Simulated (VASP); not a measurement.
The system is BaZrO3.

```xyz
5
Lattice="4.1913 0.0000 0.0000 0.0000 4.1913 0.0000 0.0000 0.0000 4.1913" Properties=species:S:1:pos:R:3 pbc="T T T"
Ba    0.0000    0.0000    0.0000
Zr    2.0957    2.0957    2.0957
O     0.0000    2.0957    2.0957
O     2.0957    0.0000    2.0957
O     2.0957    2.0957    0.0000
```

* Program: VASP 6.6.1
* Task: relaxation of cell and atoms
* Functional: PBE
* Potentials or basis: VASP PAW PBE potentials, release 64 (Ba_sv, Zr_sv, O)
* Cutoff: 600 eV
* k mesh: 6 × 6 × 6
* Occupations: fermi-dirac, width 0.02 eV
* Spin: no spin polarisation

At the start: pressure 4.9 GPa; volume 14.73 Å³/atom.

**Question.** Where does the relaxation end?

**Answer.** Over 3 steps the energy falls by 6.9 meV/atom and the volume is 15.19 Å³/atom (+3.2 %); space group Pm-3m (No. 221, to 0.1 Å) before and after.

The path:
```
step  energy change (eV)  largest force (eV/Å)  pressure (GPa)  volume (Å³)
   1              0.0000                0.0000            4.94        73.63
   2              0.0050                0.0000           -4.70        78.57
   3             -0.0347                0.0000           -0.01        75.96
```

Final structure:
```xyz
5
Lattice="4.2351 0.0000 0.0000 0.0000 4.2351 0.0000 0.0000 0.0000 4.2351" Properties=species:S:1:pos:R:3 pbc="T T T"
Ba    0.0000    0.0000    0.0000
Zr    2.1176    2.1176    2.1176
O     0.0000    2.1176    2.1176
O     2.1176    0.0000    2.1176
O     2.1176    2.1176    0.0000
```
